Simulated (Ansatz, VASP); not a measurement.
**Two plane-wave programs on CdSe**

```
Cd Se
1.0
     0.00000    3.04233    3.04233
     3.04233    0.00000    3.04233
     3.04233    3.04233    0.00000
Cd Se
1 1
Cartesian
  0.0000 0.0000 0.0000
  4.5635 4.5635 4.5635
```

Alike in both runs: task single point; functional PBE; k mesh 10 × 10 × 10; occupations gaussian, width 0.05 eV; no spin polarisation.

```csv
,VASP,Ansatz
version,VASP 6.6.1,Ansatz 0.2.0
potentials or method,"VASP PAW PBE potentials, release 64 (Cd, Se), cutoff 520 eV","scalar-relativistic, plane waves, PAW"
valence electrons in the cell,18,36
```

|  | VASP | Ansatz | Ansatz less VASP |
| --- | --- | --- | --- |
| gap on the k mesh at the Fermi level (eV) | 0.61 | 0.61 | 0.000 |
| least direct gap on the mesh (eV) | 0.61 | 0.61 | 0.000 |
| pressure (GPa) | 3.1 | 2.8 | -0.33 |

VASP's potentials hold 18 valence electrons a cell and Ansatz's 36, so a difference there can come from the potentials and not from the codes.
